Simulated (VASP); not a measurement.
# Al2Si: relaxation of cell and atoms with PBE

The system is Al2Si.

```
Al Si
1.0
     2.88206    0.00000    0.00000
     0.00000    2.88206    0.00000
     0.00000    0.00000    6.24984
Al Si
2 1
Direct
  0.50000 0.50000 0.29013
  0.50000 0.50000 0.70987
  0.00000 0.00000 0.00000
```

```json
{"Program": "VASP 6.6.1", "Task": "relaxation of cell and atoms", "Functional": "PBE", "Potentials or basis": "VASP PAW PBE potentials, release 64 (Al, Si)", "Cutoff": "600 eV", "k mesh": "16 × 16 × 8", "Occupations": "gaussian, width 0.1 eV", "Spin": "no spin polarisation", "Dipole correction": "no", "Further INCAR settings": "ALGO = Fast; EDIFF = 1e-06; IBRION = 2; EDIFFG = -0.01; NSW = 100; ISIF = 3"}
```

* Relaxed volume: 17.28 Å³/atom
* Relaxed cell: a = 2.853 Å, b = 2.853 Å, c = 6.370 Å, α = 90.00°, β = 90.00°, γ = 90.00°
* Space group after relaxing (to 0.05 Å): P4/mmm (No. 123)
* Energy gained by relaxing: 2.2 meV/atom
* Ionic steps: 9
* Pressure after relaxing: 0.0 GPa
* Band gap on the k mesh: zero (band 5 reaches 11.38 eV, above the bottom of band 6 at 5.68 eV)

Stress tensor (GPa, compression positive):
```
-0.02  0.00  0.00
 0.00 -0.02  0.00
 0.00  0.00  0.07
```

The path:
```tsv
step	energy change (eV)	largest force (eV/Å)	pressure (GPa)	volume (Å³)
1	0.0000	0.0643	0.25	51.91
2	-0.0022	0.0011	-0.07	52.11
3	-0.0034	0.1009	-0.69	52.54
4	-0.0037	0.0726	-0.50	52.40
5	-0.0051	0.0905	-0.36	52.24
6	-0.0056	0.0943	-0.21	52.11
7	-0.0063	0.0626	-0.06	51.96
8	-0.0067	0.0167	0.15	51.75
9	-0.0067	0.0006	0.01	51.85
```

Final structure:
```yaml
crystal:
  lattice:
    - [2.85306, 0.00000, 0.00000]
    - [0.00000, 2.85306, 0.00000]
    - [0.00000, 0.00000, 6.36995]
  atoms:
    - { symbol: Al, position: [0.50000, 0.50000, 0.29074] }
    - { symbol: Al, position: [0.50000, 0.50000, 0.70926] }
    - { symbol: Si, position: [0.00000, 0.00000, 0.00000] }
```

Levels at points of the mesh, in eV from the Fermi level:
| k point | band 2 | band 3 | band 4 | band 5 | band 6 | band 7 | band 8 | band 9 |
| --- | --- | --- | --- | --- | --- | --- | --- | --- |
| (0.00, 0.00, 0.00) | -8.10 | -7.02 | 2.16 | 2.87 | 3.70 | 3.70 | 4.85 | 7.56 |
| (0.50, 0.00, 0.00) | -7.50 | -4.18 | -3.26 | -3.23 | -1.93 | 5.85 | 6.52 | 6.58 |
| (0.50, 0.50, 0.00) | -4.09 | -4.09 | -2.06 | -0.07 | 0.06 | 0.06 | 0.77 | 1.23 |
| (0.00, 0.00, 0.50) | -9.42 | -3.65 | -2.97 | 3.77 | 3.77 | 5.07 | 7.25 | 7.26 |
| (0.50, 0.00, 0.50) | -7.25 | -5.16 | -4.96 | 0.43 | 1.14 | 1.19 | 1.50 | 6.61 |
| (0.50, 0.50, 0.50) | -3.96 | -3.96 | -1.58 | -1.10 | -1.10 | -0.64 | -0.47 | 4.29 |

It took 7.5 min on 1 thread of Intel Xeon 8259CL (shared host), peak memory 0.28 GiB.
